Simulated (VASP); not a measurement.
# C (P2_1/m) in VASP: further runs, part 2 of 2

VASP 6.6.1. The steps go on from the part before.

## Step 3: Single point, PBE+D3(BJ) (the part above a cut slid along it)

The input, INCAR:

```
PREC = Accurate
ENCUT = 520
EDIFF = 1E-6
ISMEAR = 0
SIGMA = 0.05
LREAL = False
LASPH = True
NELM = 80
ALGO = Normal
ISIF = 2
LWAVE = False
LCHARG = False
GGA = PE
IVDW = 12
NBANDS = 31
```

The input, KPOINTS:

```
regular mesh
0
Gamma
  7 11 3
```

The input, POSCAR:

```
C
1.0
    0.0000000000      1.4231463890     -3.3609366400
   -2.4649618524      0.0000000000      0.0000000000
    0.0000000000     10.8828728028      2.0703898686
C
10
Direct
    0.1847755009      1.4000000000      0.7866071009
    0.7374725057      0.4000000000      0.0604844277
    0.8492982545      0.9000000000      0.2420150960
   -0.0388759967      0.4000000000      0.4235457643
    0.0729497521      0.9000000000      0.6050764326
    0.7743532432      0.9000000000      0.1210462406
   -0.1138210080      0.4000000000      0.3025769089
   -0.0019952592      0.9000000000      0.4841075772
    0.1098304896      0.4000000000      0.6656382454
    0.2216562384      0.9000000000      0.8471689137
```

Potentials or basis: VASP PAW PBE potentials, release 64 (C).

Command:

```sh
$ cat potpaw_PBE.64/C/POTCAR > POTCAR
$ mpirun -np 1 vasp_std > vasp.out
```

OUTCAR:

```text
PREC = Accurate
   ENCUT = 520
   EDIFF = 1E-6
   ISMEAR = 0
   LREAL = False
   LASPH = True
   NELM = 80
   ISIF = 2
   GGA = PE
   IVDW = 12
 IVDW          = 12

 ion  position               nearest neighbor table
   1  0.185  0.400  0.787-  10 1.42  10 1.42   9 1.42
   2  0.737  0.400  0.060-   6 1.42   6 1.42
   3  0.849  0.900  0.242-   6 1.42   7 1.42   7 1.42
[... 1047 lines left out ...]
  Total      -1.65276    -0.20440    -1.03413     0.00000     0.37783     0.00000
  in kB     -27.18054    -3.36152   -17.00687     0.00000     6.21369     0.00000
  external pressure =      -15.85 kB  Pullay stress =        0.00 kB

 VOLUME and BASIS-vectors are now :
 -----------------------------------------------------------------------------
  energy-cutoff  :      520.00
  volume of cell :       97.42
      direct lattice vectors                 reciprocal lattice vectors
     0.000000000  1.423146389 -3.360936640     0.000000000  0.052384280 -0.275354641
    -2.464961852  0.000000000  0.000000000    -0.405685791  0.000000000  0.000000000
     0.000000000 10.882872803  2.070389869     0.000000000  0.085037243  0.036007952

 POSITION                                       TOTAL-FORCE (eV/Angst)
 -----------------------------------------------------------------------------------
     -0.98598      8.82351      1.00756         0.000000      2.036536      0.041753
     -0.98598      1.70778     -2.35337         0.000000      1.010652     -0.576533
     -2.21847      3.84250     -2.35337         0.000000      0.665884      0.299771
     -0.98598      5.97721     -2.35337         0.000000      0.077199     -0.028696
     -2.21847      6.68879      1.00756         0.000000      0.078888      0.026453
     -2.21847      2.41935     -2.35194         0.000000     -2.036536     -0.041753
     -0.98598      4.55407     -2.35194         0.000000     -0.078888     -0.026453
     -2.21847      6.68879     -2.35194         0.000000     -0.077199      0.028696
     -0.98598      7.40036      1.00900         0.000000     -0.665884     -0.299771
     -2.21847      9.53508      1.00900         0.000000     -1.010652      0.576533
 -----------------------------------------------------------------------------------
    total drift:                               -0.000070     -0.000006      0.000002

  FREE ENERGIE OF THE ION-ELECTRON SYSTEM (eV)
  ---------------------------------------------------
  free  energy   TOTEN  =       -87.5280308938 eV

  energy  without entropy=      -87.5269471656  energy(sigma->0) =      -87.52748903
```

OSZICAR:

```text
N       E                     dE             d eps       ncg     rms          rms(c)
DAV:   1     0.141774725178E+03    0.14177E+03   -0.20290E+04  4092   0.119E+03
DAV:   2    -0.794743273820E+02   -0.22125E+03   -0.21305E+03  5204   0.251E+02
DAV:   3    -0.912737043961E+02   -0.11799E+02   -0.11701E+02  5224   0.567E+01
DAV:   4    -0.914421296137E+02   -0.16843E+00   -0.16817E+00  5553   0.758E+00
DAV:   5    -0.914459061642E+02   -0.37766E-02   -0.37757E-02  5400   0.107E+00    0.138E+01
DAV:   6    -0.872786245473E+02    0.41673E+01   -0.44941E+00  4988   0.928E+00    0.798E+00
DAV:   7    -0.860199876426E+02    0.12586E+01   -0.41072E+00  5096   0.891E+00    0.224E+00
DAV:   8    -0.860378626227E+02   -0.17875E-01   -0.14172E-01  5094   0.181E+00    0.919E-01
DAV:   9    -0.860389769650E+02   -0.11143E-02   -0.21799E-02  5061   0.707E-01    0.145E-01
DAV:  10    -0.860393974034E+02   -0.42044E-03   -0.14993E-03  5455   0.214E-01    0.643E-02
DAV:  11    -0.860395833113E+02   -0.18591E-03   -0.22485E-04  5066   0.795E-02    0.275E-02
DAV:  12    -0.860396514801E+02   -0.68169E-04   -0.83556E-05  4955   0.471E-02    0.565E-03
DAV:  13    -0.860396513736E+02    0.10648E-06   -0.42676E-06  5393   0.111E-02
   1 F= -.87528031E+02 E0= -.87527489E+02  d E =-.108373E-02
```

stdout:

```text
POSCAR found type information on POSCAR C
 POSCAR found :  1 types and      10 ions
 scaLAPACK will be used
 LDA part: xc-table for (Slater+PW92), standard interpolation
 POSCAR, INCAR and KPOINTS ok, starting setup
 FFT: planning ... GRIDC
 FFT: planning ... GRID_SOFT
 FFT: planning ... GRID
 WAVECAR not read
 entering main loop
```

It took 4 min on 1 thread of AMD EPYC 7R43 (Zen 3), shared host; peak memory 0.23 GiB.

Results:

```yaml
Free_energy: -87.5280 eV
Pressure: -1.6 GPa
Largest_force: 2.037 eV/Å
Dispersion_energy_per_atom: -0.149 eV
```

Forces on the atoms (eV/Å):
```
C    0.000  2.037  0.042
C    0.000  1.011 -0.577
C    0.000  0.666  0.300
C    0.000  0.077 -0.029
C    0.000  0.079  0.026
C    0.000 -2.037 -0.042
C    0.000 -0.079 -0.026
C    0.000 -0.077  0.029
C    0.000 -0.666 -0.300
C    0.000 -1.011  0.577
```

Caveat: the cell differs from its parent crystal (the part above a cut slid along it); forces of over 1 eV/Å act on the atoms, so gaps and moduli don't describe the material at rest.
